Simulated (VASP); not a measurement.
Set up this calculation in VASP 6.6.1, as the native input.

```
Task                   : single point
Functional             : PBE
Potentials or basis    : VASP PAW PBE potentials, release 64 (Sn_d, Te)
Cutoff                 : 500 eV
k mesh                 : 10 × 10 × 10
Occupations            : gaussian, width 0.01 eV
Spin                   : no spin polarisation
Dipole correction      : no
Further INCAR settings : ALGO = Normal; EDIFF = 1e-06; NBANDS = 17
```

The structure of SnTe (v.bh) lies in POSCAR:

```
SnTe
1.0
    0.0000000000      3.2053984530      3.2053984530
    3.2053984530      0.0000000000      3.2053984530
    3.2053984530      3.2053984530      0.0000000000
Sn Te
1 1
Direct
    0.0000000000      0.0000000000      0.0000000000
    0.5000000000      0.5000000000      0.5000000000
```

These files were run (other wordings do the same):

INCAR

```
SYSTEM = SnTe
  ALGO = Normal
  EDIFF = 1E-6
  ENCUT = 500
  GGA = PE
  GGA_COMPAT = .FALSE.
  ISIF = 2
  ISMEAR = 0
  LASPH = .TRUE.
  LCHARG = .TRUE.
  LELF = .TRUE.
  LREAL = .FALSE.
  LVHAR = .TRUE.
  LWAVE = .FALSE.
  NBANDS = 17
  NELM = 120
  PREC = Accurate
  SIGMA = 0.01
```

KPOINTS

```
k-points
0
G
  10 10 10
  0 0 0
```

Potentials or basis: VASP PAW PBE potentials, release 64 (Sn_d, Te).

Launch:

```console
$ cat potpaw_PBE.64/Sn_d/POTCAR potpaw_PBE.64/Te/POTCAR > POTCAR
$ mpirun -np 1 vasp_std > vasp.out
```

Results of the run:

```
Pressure               : -0.1 GPa
Band gap on the k mesh : 0.05 eV, direct
```

Caveat: spin-orbit coupling is left out, which moves the levels of the heavy elements.

Wall time 21 s on 1 thread of Intel(R) Xeon(R) 6975P-C (Granite Rapids) (shared host), peak memory 0.22 GiB.
